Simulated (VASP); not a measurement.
# Ga (Pm-3m) in VASP: notebook

Runs on Ga. Level: PBEsol. Tasks: relaxation of cell and atoms.

Everything below comes from runs of VASP 6.6.1. Logs are shortened: lines on timing, memory, paths and dates and some standing lists are left out, and cuts for length are marked.

### Step 1. The cell of the first run

Symmetry: Pm-3m, No. 221, cubic system. The conventional cell has a = 2.233 Å, b = 2.233 Å, c = 2.233 Å, α = 90.00°, β = 90.00°, γ = 90.00°. Within 3.0 Å of Ga (site symmetry m-3m) lie 6 Ga at 2.23 Å.

### Step 2. Relaxation of cell and atoms, PBEsol, target pressure 100 GPa, at which the enthalpy is minimised

Input file INCAR:

```
ALGO = Normal
EDIFF = 1E-6
EDIFFG = -0.005
ENCUT = 600
GGA = PS
IBRION = 2
ISIF = 3
ISMEAR = -1
LASPH = T
LCHARG = F
LREAL = F
LWAVE = F
NELM = 100
NSW = 60
PREC = Accurate
PSTRESS = 1000.0
SIGMA = 0.08
```

Input file KPOINTS:

```
k-points
0
Gamma
  16 16 16
```

Input file POSCAR:

```
Ga
1.0
    2.2328183838      0.0000000000      0.0000000000
    0.0000000000      2.2328183838      0.0000000000
    0.0000000000      0.0000000000      2.2328183838
Ga
1
Direct
    0.0000000000      0.0000000000      0.0000000000
```

Potentials or basis: VASP PAW PBE potentials, release 64 (Ga_d).

Command:

```sh
cat potpaw_PBE.64/Ga_d/POTCAR > POTCAR
mpirun -np 1 vasp_std > vasp.out
```

OUTCAR:

```text
EDIFF = 1E-6
   EDIFFG = -0.005
   ENCUT = 600
   GGA = PS
   IBRION = 2
   ISIF = 3
   ISMEAR = -1
   LASPH = T
   LREAL = F
   NELM = 100
   NSW = 60
   PREC = Accurate
   PSTRESS = 1000.0

 ion  position               nearest neighbor table
   1  0.000  0.000  0.000-

  LATTYP: Found a simple cubic cell.
 ALAT       =     2.2328183838

  Lattice vectors:

 A1 = (   2.2328183838,   0.0000000000,   0.0000000000)
 A2 = (   0.0000000000,   2.2328183838,   0.0000000000)
 A3 = (   0.0000000000,   0.0000000000,   2.2328183838)

Analysis of symmetry for initial positions (statically):
=====================================================================
 Subroutine PRICEL returns:
 Original cell was already a primitive cell.

 Routine SETGRP: Setting up the symmetry group for a
 simple cubic supercell.

 Subroutine GETGRP returns: Found 48 space group operations
 (whereof 48 operations were pure point group operations)
 out of a pool of 48 trial point group operations.

The static configuration has the point symmetry O_h .

Analysis of symmetry for dynamics (positions and initial velocities):
=====================================================================
 Subroutine PRICEL returns:
 Original cell was already a primitive cell.

 Routine SETGRP: Setting up the symmetry group for a
 simple cubic supercell.

 Subroutine GETGRP returns: Found 48 space group operations
 (whereof 48 operations were pure point group operations)
 out of a pool of 48 trial point group operations.

The dynamic configuration has the point symmetry O_h .

 Subroutine INISYM returns: Found 48 space group operations
 (whereof 48 operations are pure point group operations),
 and found     1 'primitive' translations

----------------------------------------------------------------------------------------

                                     Primitive cell

  volume of cell :      11.1317

  direct lattice vectors                    reciprocal lattice vectors
     2.232818384  0.000000000  0.000000000     0.447864460  0.000000000  0.000000000
     0.000000000  2.232818384  0.000000000     0.000000000  0.447864460  0.000000000
     0.000000000  0.000000000  2.232818384     0.000000000  0.000000000  0.447864460

  length of vectors
     2.232818384  2.232818384  2.232818384     0.447864460  0.447864460  0.447864460

  position of ions in fractional coordinates (direct lattice)
     0.000000000  0.000000000  0.000000000

  ion indices of the primitive-cell ions
   primitive index   ion index
                 1           1

----------------------------------------------------------------------------------------

 KPOINTS: k-points

Automatic generation of k-mesh.
 Grid dimensions read from file:
 generate k-points for:   16   16   16

 Generating k-lattice:

  Cartesian coordinates                     Fractional coordinates (reciprocal lattice)
     0.027991529  0.000000000  0.000000000     0.062500000  0.000000000  0.000000000
     0.000000000  0.027991529  0.000000000     0.000000000  0.062500000  0.000000000
     0.000000000  0.000000000  0.027991529     0.000000000  0.000000000  0.062500000

  Length of vectors
     0.027991529  0.027991529  0.027991529

  Shift w.r.t. Gamma in fractional coordinates (k-lattice)
     0.000000000  0.000000000  0.000000000

 Subroutine IBZKPT returns following result:
 ===========================================

 Found    165 irreducible k-points:

 Following reciprocal coordinates:
            Coordinates               Weight
  0.000000  0.000000  0.000000      1.000000
  0.062500  0.000000  0.000000      6.000000
  0.125000  0.000000  0.000000      6.000000
  0.187500  0.000000  0.000000      6.000000
  0.250000  0.000000  0.000000      6.000000
  0.312500  0.000000  0.000000      6.000000
[... 16 lines left out ...]
  0.437500  0.125000  0.000000     24.000000
  0.500000  0.125000  0.000000     12.000000
 [... further k-points ...]
   k-points           NKPTS =    165   k-points in BZ     NKDIM =    165   number of bands    NBANDS=     10
   number of dos      NEDOS =    301   number of ions     NIONS =      1
   total plane-waves  NPLWV =   5832
   dimension x,y,z NGX =    18 NGY =   18 NGZ =   18
   dimension x,y,z NGXF=    36 NGYF=   36 NGZF=   36
   ions per type =               1
   NGX,Y,Z   is equivalent  to a cutoff of  13.40, 13.40, 13.40 a.u.
   NGXF,Y,Z  is equivalent  to a cutoff of  26.80, 26.80, 26.80 a.u.
 SYSTEM =  unknown system
   PREC   = accura    normal or accurate (medium, high low for compatibility)
   ISTART =      0    job   : 0-new  1-cont  2-samecut
   ICHARG =      2    charge: 1-file 2-atom 10-const
   ISPIN  =      1    spin polarized calculation?
   LNONCOLLINEAR =      F non collinear calculations
   LSORBIT =      F    spin-orbit coupling
   LASPH  =      T    aspherical Exc in radial PAW
   ENCUT  =  600.0 eV  44.10 Ry    6.64 a.u.   4.46  4.46  4.46*2*pi/ulx,y,z
   NELM   =    100;   NELMIN=  2; NELMDL= -5     # of ELM steps
   EDIFF  = 0.1E-05   stopping-criterion for ELM
   LREAL  =      F    real-space projection
   EDIFFG = -.5E-02   stopping-criterion for IOM
   NSW    =     60    number of steps for IOM
   IBRION =      2    ionic relax: 0-MD 1-quasi-New 2-CG
   NFREE  =      1    steps in history (QN), initial steepest desc. (CG)
   ISIF   =      3    stress and relaxation
   ISYM   =      2    0-nonsym 1-usesym 2-fastsym
   POTIM  = 0.5000    time-step for ionic-motion
   TEBEG  =    0.0;   TEEND  =   0.0 temperature during run
   PSTRESS= 1000.0 pullay stress
   NELECT =      13.0000    total number of electrons
   NUPDOWN=      -1.0000    fix difference up-down
   EMIN   =  10.00;   EMAX   =-10.00  energy-range for DOS
   EFERMI =   0.00;   METHOD = LEGACY
   ISMEAR =    -1;   SIGMA  =   0.08  broadening in eV -4-tet -1-fermi 0-gaus
   EFERMI_NEDOS =   21; number of points for ismear=-14 and -15
   IALGO  =     38    algorithm
   IMIX   =      4    mixing-type and parameters
     AMIX     =   0.40;   BMIX     =  1.00
     AMIX_MAG =   1.60;   BMIX_MAG =  1.00
  volume/ion in A,a.u.               =      11.13        75.12
  Fermi-wavevector in a.u.,A,eV,Ry     =   1.723995  3.257877 40.438653  2.972157
  Thomas-Fermi vector in A             =   2.799767
   LORBIT       =      0    0 simple, 1 ext, 2 COOP (PROOUT), +10 PAW based schemes
   GGA     = PS    functional components
   LHFCALC =     F    Hartree Fock is set to
   AEXX    =    0.0000 exact exchange contribution
   IVDW    =     0    specifies the selected vdW correction
   LEPSILON=     F    determine dielectric tensor
   LRPA    =     F    only Hartree local field effects (RPA)
 conjugate gradient relaxation of ions
 non-spin polarized calculation
  energy-cutoff  :      600.00
  volume of cell :       11.13
 maximum number of plane-waves:       384
 NGX is ok and might be reduce to    18
   NGX =  9   NGY =  9   NGZ =  9

--------------------------------------- Ionic step        1  -------------------------------------------

 number of electron      12.9999988 magnetization

 Free energy of the ion-electron system (eV)
  ---------------------------------------------------
  ext. energy  EPLUGINS =         0.00000000
  ---------------------------------------------------
  free energy    TOTEN  =        -1.70144156 eV

  energy without entropy =       -1.69497625  energy(sigma->0) =       -1.69820890

------------------------ aborting loop because EDIFF is reached ----------------------------------------

  FORCE on cell =-STRESS in cart. coord.  units (eV):
  Direction    XX          YY          ZZ          XY          YZ          ZX
  --------------------------------------------------------------------------------------
  -------------------------------------------------------------------------------------
  Total        7.5062299      7.5062299      7.5062299     -0.0000000      0.0000000     -0.0000000
  in kB     1080.3693244   1080.3693244   1080.3693244     -0.0000000      0.0000000     -0.0000000
  external PRESSURE =      80.3693244 kB  Pullay stress =    1000.0000000 kB
[... 96 lines left out ...]
  enthalpy is  TOTEN    =         5.2414340100 eV   P V=        7.0778566636

--------------------------------------- Ionic step        4  -------------------------------------------

 number of electron      13.0000000 magnetization

 Free energy of the ion-electron system (eV)
  ---------------------------------------------------
  ext. energy  EPLUGINS =         0.00000000
  ---------------------------------------------------
  free energy    TOTEN  =        -1.83266798 eV

  energy without entropy =       -1.82609126  energy(sigma->0) =       -1.82937962

 E-fermi :  11.0115     XC(G=0): -13.9281

 val. band max:       10.9869974413   @ k =   0.5000   0.4375   0.2500
 cond. band min:      11.0713897223   @ k =   0.3750   0.3125   0.1250
 fundamental gap:      0.0843922810
 Fermi energy:        11.0115067166

 k-point     1 :       0.0000    0.0000    0.0000
  band No.  band energies     occupation
      1      -5.8083      2.00000
      2      -5.8083      2.00000
      3      -4.5805      2.00000
      4      -4.0104      2.00000
      5      -4.0104      2.00000
      6      -4.0104      2.00000
      7      24.4193      0.00000
      8      24.4193      0.00000
      9      24.4193      0.00000
     10      27.6190      0.00000
[... 287 lines left out ...]
 k-point    24 :       0.5000    0.1250    0.0000
  band No.  band energies     occupation
      1      -5.5288      2.00000
      2      -4.9097      2.00000
      3      -4.7228      2.00000
      4      -4.5139      2.00000
      5      -4.0369      2.00000
      6       4.0225      2.00000
      7       4.3517      2.00000
      8      26.3571      0.00000
      9      27.5322      0.00000
     10      31.7617      0.00000

 [... further k-points ...]

------------------------ aborting loop because EDIFF is reached ----------------------------------------

  FORCE on cell =-STRESS in cart. coord.  units (eV):
  Direction    XX          YY          ZZ          XY          YZ          ZX
  --------------------------------------------------------------------------------------
  -------------------------------------------------------------------------------------
  Total        7.0712289      7.0712289      7.0712289     -0.0000000     -0.0000000      0.0000000
  in kB      999.5947782    999.5947782    999.5947782     -0.0000000     -0.0000000      0.0000000
  external PRESSURE =      -0.4052218 kB  Pullay stress =    1000.0000000 kB
[... 16 lines left out ...]
  FREE ENERGIE OF THE ION-ELECTRON SYSTEM (eV)
  ---------------------------------------------------
  free  energy   TOTEN  =        -1.8326679798 eV

  energy  without entropy=       -1.8260912609  energy(sigma->0) =       -1.82937962

  enthalpy is  TOTEN    =         5.2414275240 eV   P V=        7.0740955038

 reached required accuracy - stopping structural energy minimisation
```

Wall time 21 s (1 thread of AMD EPYC 9R45 (Zen 5), shared host); peak memory 0.11 GiB.

Results:

```yaml
Free_energy: -1.8327 eV
Relaxed_volume: 11.33 Å³/atom
Relaxed_cell: a = 2.246 Å, b = 2.246 Å, c = 2.246 Å, α = 90.00°, β = 90.00°, γ = 90.00°
Space_group_after_relaxing_to_0.05_Å: Pm-3m (No. 221)
Energy_change_on_relaxing_the_enthalpy_is_what_falls: -131.2 meV/atom
Ionic_steps: 4
Pressure_after_relaxing: 100.0 GPa
```

The path:
| step | energy change (eV) | largest force (eV/Å) | pressure (GPa) | volume (Å³) |
| --- | --- | --- | --- | --- |
| 1 | 0.0000 | 0.0000 | 108.04 | 11.13 |
| 2 | -0.5243 | 0.0000 | 75.47 | 12.06 |
| 3 | -0.1350 | 0.0000 | 99.77 | 11.34 |
| 4 | -0.1312 | 0.0000 | 99.96 | 11.33 |

Final structure:
```
CELL_PARAMETERS angstrom
2.24626 0.00000 0.00000
0.00000 2.24626 0.00000
0.00000 0.00000 2.24626
ATOMIC_POSITIONS crystal
Ga 0.00000 0.00000 0.00000
```

Levels at points of the mesh, in eV from the Fermi level:
```
           k point  band 3  band 4  band 5  band 6  band 7  band 8  band 9  band 10
(0.00, 0.00, 0.00)  -15.59  -15.02  -15.02  -15.02   13.41   13.41   13.41    16.61
(0.50, 0.00, 0.00)  -15.54  -15.54  -14.98   -7.59   -6.99   20.10   20.10    21.29
(0.50, 0.50, 0.00)  -15.45  -15.45  -14.60   -1.69   -1.69    1.48    4.23    27.23
(0.50, 0.50, 0.50)  -16.36  -14.58  -14.58    4.26    4.26    4.26   10.34    10.34
```

Caveat: the cell is relaxed towards a set pressure, so the enthalpy falls and the energy may rise; the PAW data sets were made with another functional, which shifts forces and pressure a little.

### Step 3. Relaxation of cell and atoms, PBEsol, target pressure 100 GPa, at which the enthalpy is minimised

This run uses another cell than the first one, of 11.32 Å³/atom, 1.017 times its volume.

Input file INCAR:

```
  ALGO = Normal
  EDIFF = 1E-7
  EDIFFG = -0.005
  ENCUT = 600
  GGA = PS
  IBRION = 2
  ISIF = 3
  ISMEAR = -1
  LASPH = T
  LCHARG = F
  LREAL = F
  LWAVE = F
  NELM = 80
  NSW = 32
  PREC = Accurate
  PSTRESS = 1000.0
  SIGMA = 0.08
```

KPOINTS is that of step 2.

Input file POSCAR:

```
Ga
1.0
    2.2452432013      0.0000000000      0.0000000000
    0.0000000000      2.2452432013      0.0000000000
    0.0000000000      0.0000000000      2.2452432013
Ga
1
Direct
    0.0000000000      0.0000000000      0.0000000000
```

Potentials or basis: VASP PAW PBE potentials, release 64 (Ga_d).

Command:

```sh
cat potpaw_PBE.64/Ga_d/POTCAR > POTCAR
mpirun -np 1 vasp_std > vasp.out
```

Run time: 20 s. Hardware: 1 thread of AMD EPYC 9R45 (Zen 5), shared host; peak memory 0.11 GiB.

The run converged. Its results:

```
Free energy                                            : -1.8327 eV
Relaxed volume                                         : 11.33 Å³/atom
Relaxed cell                                           : a = 2.246 Å, b = 2.246 Å, c = 2.246 Å, α = 90.00°, β = 90.00°, γ = 90.00°
Space group after relaxing (to 0.05 Å)                 : Pm-3m (No. 221)
Energy change on relaxing (the enthalpy is what falls) : -9.6 meV/atom
Ionic steps                                            : 5
Pressure after relaxing                                : 100.0 GPa
```

Step by step:
```csv
step,energy change (eV),largest force (eV/Å),pressure (GPa),volume (Å³)
1,0.0000,0.0000,100.54,11.32
2,-0.0388,0.0000,98.16,11.38
3,-0.0086,0.0000,100.12,11.33
4,-0.0105,0.0000,99.89,11.34
5,-0.0096,0.0000,99.95,11.33
```

Final structure:
```yaml
crystal:
  lattice:
    - [2.24626, 0.00000, 0.00000]
    - [0.00000, 2.24626, 0.00000]
    - [0.00000, 0.00000, 2.24626]
  atoms:
    - { symbol: Ga, position: [0.00000, 0.00000, 0.00000] }
```

Levels at points of the mesh, in eV from the Fermi level:
| k point | band 4 | band 5 | band 6 | band 7 | band 8 | band 9 | band 10 |
| --- | --- | --- | --- | --- | --- | --- | --- |
| (0.00, 0.00, 0.00) | -15.02 | -15.02 | -15.02 | 13.41 | 13.41 | 13.41 | 16.61 |
| (0.50, 0.00, 0.00) | -15.54 | -14.98 | -7.59 | -6.99 | 20.10 | 20.10 | 21.29 |
| (0.50, 0.50, 0.00) | -15.45 | -14.60 | -1.69 | -1.69 | 1.48 | 4.23 | 27.23 |
| (0.50, 0.50, 0.50) | -14.58 | -14.58 | 4.26 | 4.26 | 4.26 | 10.34 | 10.34 |

Caveat: the cell is relaxed towards a set pressure, so the enthalpy falls and the energy may rise; the PAW data sets were made with another functional, which shifts forces and pressure a little.
